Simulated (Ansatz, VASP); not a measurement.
# MoS2 in VASP and in Ansatz

```
CELL_PARAMETERS angstrom
3.18507 0.00000 0.00000
-1.59253 2.75835 0.00000
0.00000 0.00000 15.10415
ATOMIC_POSITIONS crystal
Mo 0.66667 0.33333 0.25000
Mo 0.33333 0.66667 0.75000
S 0.66667 0.33333 0.64655
S 0.33333 0.66667 0.35345
S 0.66667 0.33333 0.85345
S 0.33333 0.66667 0.14655
```

Change from the starting cell: strain along c alone, the other axes held, atoms relaxed: +2.0 %.

Alike in both runs: functional PBE; k mesh 12 × 12 × 2; occupations gaussian, width 0.02 eV; no spin polarisation.

Ansatz relaxed the structure, and its values are those at the end. VASP's run is a single point on that final structure, the one shown.

|  | VASP | Ansatz |
| --- | --- | --- |
| version | VASP 6.6.1 | Ansatz 0.2.0 |
| potentials or method | VASP PAW PBE potentials, release 64 (Mo_sv, S), cutoff 520 eV | scalar-relativistic, plane waves, PAW |
| valence electrons in the cell | 52 | 52 |

```csv
,VASP,Ansatz,Ansatz less VASP
gap on the k mesh at the Fermi level (eV),1.49,1.47,-0.013
least direct gap on the mesh (eV),1.67,1.67,-0.004
pressure (GPa),-0.1,0.0,+0.11
rms of the force components (eV/Å),0.004,0.001,-0.0027
```

The functional is the same, so the differences come from potentials, cutoffs and numerics. Ansatz's warnings: stress scf threshold loose.
